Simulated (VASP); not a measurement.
Write the native input for VASP 6.6.1 that does the following.

```yaml
Task: relaxation of cell and atoms
Functional: PBE
Potentials_or_basis: VASP PAW PBE potentials, release 64 (B, N)
Cutoff: 600 eV
k_mesh: 12 × 12 × 12
Occupations: gaussian, width 0.01 eV
Spin: no spin polarisation
Target_pressure: 9 GPa
Dipole_correction: no
Further_INCAR_settings: ALGO = Normal; EDIFF = 1e-07; IBRION = 2; EDIFFG = -0.001; NSW = 80; ISIF = 3
```

The structure of BN lies in POSCAR:

```
BN
1.0
    0.0000000000      1.8123386232      1.8123386232
    1.8123386232      0.0000000000      1.8123386232
    1.8123386232      1.8123386232      0.0000000000
B N
1 1
Direct
    0.0000000000      0.0000000000      0.0000000000
    0.7500000000      0.7500000000      0.7500000000
```

The input as run:

INCAR

```
PREC = Accurate
ENCUT = 600
EDIFF = 1E-7
ISMEAR = 0
SIGMA = 0.01
LREAL = F
LASPH = T
NELM = 120
ALGO = Normal
ISIF = 3
LWAVE = F
LCHARG = F
GGA = PE
IBRION = 2
NSW = 80
EDIFFG = -0.001
PSTRESS = 90.0
GGA_COMPAT = F
NELMIN = 4
```

KPOINTS

```
Automatic mesh
0
Gamma
  12 12 12
```

Potentials or basis: VASP PAW PBE potentials, release 64 (B, N).

Command:

```console
$ cat potpaw_PBE.64/B/POTCAR potpaw_PBE.64/N/POTCAR > POTCAR
$ mpirun -np 1 vasp_std > vasp.out
```

Results of the run:

- Relaxed volume: 5.82 Å³/atom
- Relaxed cell: a = 2.543 Å, b = 2.543 Å, c = 2.543 Å, α = 60.00°, β = 60.00°, γ = 60.00°
- Space group after relaxing (to 0.05 Å): F-43m (No. 216)
- Energy change on relaxing (the enthalpy is what falls): +3.7 meV/atom
- Ionic steps: 6
- Pressure after relaxing: 9.0 GPa
- Band gap on the k mesh: 4.48 eV, indirect (least direct gap 8.89 eV)

Caveat: the cell is relaxed towards a set pressure, so the enthalpy falls and the energy may rise.

It took 17 s on 1 thread of Intel(R) Xeon(R) Platinum 8488C (Sapphire Rapids), with other jobs on the host, peak memory 0.12 GiB.
